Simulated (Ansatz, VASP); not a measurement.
## Cs in VASP and in Ansatz

Contents of POSCAR:

```
Cs
1.0
   -3.1284650614      3.1284650614      3.1284650614
    3.1284650614     -3.1284650614      3.1284650614
    3.1284650614      3.1284650614     -3.1284650614
Cs
1
Direct
    0.0000000000      0.0000000000      0.0000000000
```

Contents of INCAR.step1:

```
SYSTEM = Cs
PREC = Accurate
ENCUT = 520
EDIFF = 1E-5
ISMEAR = -1
SIGMA = 0.05
LREAL = .FALSE.
LASPH = .TRUE.
NELM = 60
ALGO = Normal
ISIF = 2
LWAVE = .TRUE.
LCHARG = .FALSE.
NBANDS = 10
GGA = PE
```

File INCAR.step2:

```
SYSTEM = Cs
PREC = Accurate
ENCUT = 520
EDIFF = 1E-6
ISMEAR = -1
SIGMA = 0.05
LREAL = .FALSE.
LASPH = .TRUE.
NELM = 60
ALGO = Normal
ISIF = 2
LWAVE = .FALSE.
LCHARG = .FALSE.
GGA = PE
LHFCALC = .TRUE.
AEXX = 0.25
PRECFOCK = Normal
NBANDS = 10
ISTART = 1
```

Contents of KPOINTS:

```
regular mesh
0
G
  4 4 4
  0 0 0
```

The input input.yaml:

```yaml
crystal:
  lattice:
    - [-3.1284650614, 3.1284650614, 3.1284650614]
    - [3.1284650614, -3.1284650614, 3.1284650614]
    - [3.1284650614, 3.1284650614, -3.1284650614]
  atoms:
    - { symbol: Cs, position: [0.0, 0.0, 0.0] }
hamiltonian:
  xc: pbe0
  pseudopotentials: { kind: paw }
kpoints:
  mp_grid: { grid: [4, 4, 4] }
scf:
  occupations: { method: fermi_dirac, width: 0.05 }
  n_extra_bands: 6
output:
  forces: true
  stress: true
  eigenvalues: true
  dos: { projected: true, de: 0.05 }
```

Alike in both runs: functional PBE0; k mesh 4 × 4 × 4; occupations fermi-dirac, width 0.05 eV; no spin polarisation.

```csv
,VASP,Ansatz
version,VASP 6.6.1,Ansatz 0.2.0
potentials or method,"VASP PAW PBE potentials, release 64 (Cs_sv)",Ansatz PAW
plane-wave cutoff (eV),520,420
valence electrons in the cell,9,9
task,single point,projected density of states
```

|  | VASP | Ansatz | Ansatz less VASP |
| --- | --- | --- | --- |
| gap on the k mesh at the Fermi level (eV) | none | none | - |
| pressure (GPa) | 0.0 | 0.1 | +0.04 |

A gap of «none» marks a metal or a gap that the smearing closes. With one functional, cell and mesh, what is left measures potentials, basis and numerics.

Neither program's run includes spin-orbit coupling.
